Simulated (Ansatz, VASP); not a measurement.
**Pb in VASP and in Ansatz**

INCAR

```
PREC     = Accurate       # precision mode
ENCUT    = 520            # plane-wave cutoff, eV
EDIFF    = 1E-6           # SCF threshold, eV
ISMEAR   = -1             # smearing method
SIGMA    = 0.05           # smearing width, eV
LREAL    = F              # projectors in reciprocal space
LASPH    = T              # aspherical terms in the spheres
NELM     = 100            # most SCF steps
ALGO     = Normal         # electronic algorithm
ISIF     = 2              # what is computed and relaxed
LWAVE    = F              # write WAVECAR
LCHARG   = F              # write CHGCAR
GGA      = PS             # functional
NBANDS   = 21             # bands
```

The input KPOINTS:

```
regular mesh
0
Gamma
  12 12 7
```

Contents of POSCAR:

```
Pb
1.0
    3.4800006906      0.0000000000      0.0000000000
   -1.7400003453      3.0137690032      0.0000000000
    0.0000000000      0.0000000000      5.6459000000
Pb
2
Direct
    0.3333333333      0.6666666667      0.2500000000
    0.6666666667      0.3333333333      0.7500000000
```

Input for Ansatz:

```yaml
crystal:
  lattice:
    - [3.4800006906, 0.0, 0.0]
    - [-1.7400003453, 3.0137690032, 0.0]
    - [0.0, 0.0, 5.6459]
  atoms:
    - { symbol: Pb, position: [0.3333333333, 0.6666666667, 0.25] }
    - { symbol: Pb, position: [0.6666666667, 0.3333333333, 0.75] }
kpoints:
  mp_grid: { grid: [12, 12, 7] }
  band_path:
    path:
      - [0.0, 0.0, 0.0]
      - [0.5, 0.0, 0.0]
      - [0.3333333333, 0.3333333333, 0.0]
      - [0.0, 0.0, 0.0]
      - [0.0, 0.0, 0.5]
      - [0.5, 0.0, 0.5]
      - [0.3333333333, 0.3333333333, 0.5]
      - [0.0, 0.0, 0.5]
      - [0.5, 0.0, 0.5]
    npoints: 5
scf:
  occupations: { method: fermi_dirac, width: 0.05 }
hamiltonian:
  xc: pbesol
  pseudopotentials: { kind: all_electron, lapw: { basis_error: 0.0005 } }
output:
  forces: true
  stress: true
  eigenvalues: true
```

Change from the starting cell: zz strain of +1 %.

Alike in both runs: task single point; functional PBEsol; k mesh 12 × 12 × 7; occupations fermi-dirac, width 0.05 eV; no spin polarisation.

```csv
,VASP,Ansatz
version,VASP 6.6.1,Ansatz 0.2.0
potentials or method,"VASP PAW PBE potentials, release 64 (Pb_d), cutoff 520 eV","all-electron LAPW, scalar-relativistic"
```

```csv
,VASP,Ansatz,Ansatz less VASP
pressure (GPa),0.4,0.5,+0.08
"traceless stress, the component that is largest in VASP (GPa)",0.33,0.30,-0.028
```

VASP's potentials were made for PBE, not for PBEsol. Ansatz ran all-electron here, and VASP with PAW potentials.

Spin-orbit coupling is off throughout.
